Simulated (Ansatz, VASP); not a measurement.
Si2C in VASP and in Ansatz

INCAR

```
SYSTEM = Si2C
ALGO     = Normal         ! electronic algorithm
EDIFF    = 1E-6           ! SCF threshold, eV
ENCUT    = 520            ! plane-wave cutoff, eV
GGA      = PE             ! functional
ISIF     = 2              ! what is computed and relaxed
ISMEAR   = 0              ! smearing method
LASPH    = .True.         ! aspherical terms in the spheres
LCHARG   = .True.         ! write CHGCAR
LELF     = .True.         ! ELF
LREAL    = .False.        ! projectors in reciprocal space
LVHAR    = .True.       
LWAVE    = .False.        ! write WAVECAR
NBANDS   = 13             ! bands
NELM     = 100            ! most SCF steps
PREC     = Accurate       ! precision mode
SIGMA    = 0.1            ! smearing width, eV
```

Contents of KPOINTS:

```
k-points
0
Gamma
  6 6 4
  0 0 0
```

File POSCAR:

```
Si2C
1.0
    2.7522599400      0.0000000000      0.0000000000
   -1.3761299700      2.3835270300      0.0000000000
    0.0000000000      0.0000000000      5.3944294900
Si C
2 1
Direct
    0.0000000000      0.0000000000      0.7500000000
    0.0000000000      0.0000000000      0.2500000000
    0.3333333300      0.6666666700      0.0000000000
```

Input for Ansatz:

```yaml
crystal:
  lattice:
    - [2.75225994, 0.0, 0.0]
    - [-1.37612997, 2.38352703, 0.0]
    - [0.0, 0.0, 5.39442949]
  atoms:
    - { symbol: Si, position: [0.0, 0.0, 0.75] }
    - { symbol: Si, position: [0.0, 0.0, 0.25] }
    - { symbol: C, position: [0.33333333, 0.66666667, 0.0] }
basis:
  ecutwfc: 420
kpoints:
  mp_grid: { grid: [6, 6, 4] }
hamiltonian:
  xc: pbe
scf:
  occupations: { method: gaussian, width: 0.1 }
  lower_state_search: "off"
output:
  forces: true
  stress: true
  eigenvalues: true
```

Change from the starting cell: ordered vacancies on the anion sites of tungsten carbide (P-6m2, No. 187).

Alike in both runs: task single point; functional PBE; k mesh 6 × 6 × 4; occupations gaussian, width 0.1 eV; no spin polarisation.

|  | VASP | Ansatz |
| --- | --- | --- |
| version | VASP 6.6.1 | Ansatz 0.2.0 |
| potentials or method | VASP PAW PBE potentials, release 64 (Si, C), cutoff 520 eV | scalar-relativistic, plane waves, PAW |
| valence electrons in the cell | 12 | 12 |

```tsv
	VASP	Ansatz	Ansatz less VASP
gap on the k mesh at the Fermi level (eV)	none	none	-
pressure (GPa)	-2.2	-2.2	-0.05
traceless stress, the component that is largest in VASP (GPa)	-22.84	-23.09	-0.246
rms of the force components (eV/Å)	0.691	0.699	+0.0074
```

Atom by atom the forces differ by 0.007 eV/Å (rms over components). A gap of «none» marks a metal or a gap that the smearing closes.

The k mesh is coarse, so the values compare programs but aren't converged.
